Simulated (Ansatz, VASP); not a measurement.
# BeS2: VASP beside Ansatz

```
Be S
1.0
    -2.60497    2.60497    4.19006
     2.60497   -2.60497    4.19006
     2.60497    2.60497   -4.19006
Be S
2 4
Direct
  0.00000 0.00000 0.00000
  0.75000 0.25000 0.50000
  0.37500 0.35220 0.47720
  0.64780 0.12500 0.02280
  0.87500 0.89780 0.52280
  0.10220 0.62500 0.97720
```

Alike in both runs: task single point; functional PBE; k mesh 6 × 6 × 6; occupations gaussian, width 0.1 eV; no spin polarisation.

```csv
,VASP,Ansatz
version,VASP 6.6.1,Ansatz 0.2.0
potentials or method,"VASP PAW PBE potentials, release 64 (Be, S), cutoff 520 eV","scalar-relativistic, plane waves, PAW"
valence electrons in the cell,28,28
```

Ansatz gave:

- gap on the k mesh at the Fermi level (eV): none
- pressure (GPa): -1.0
- traceless stress, the component that is largest in VASP (GPa): 1.75
- rms of the force components (eV/Å): 0.244

Estimate VASP's values.

gap on the k mesh at the Fermi level (eV): none; pressure (GPa): -1.1; traceless stress, the component that is largest in VASP (GPa): 1.75; rms of the force components (eV/Å): 0.244.

Atom by atom the forces differ by 0.000 eV/Å (rms over components). A gap of «none» marks a metal or a gap that the smearing closes.
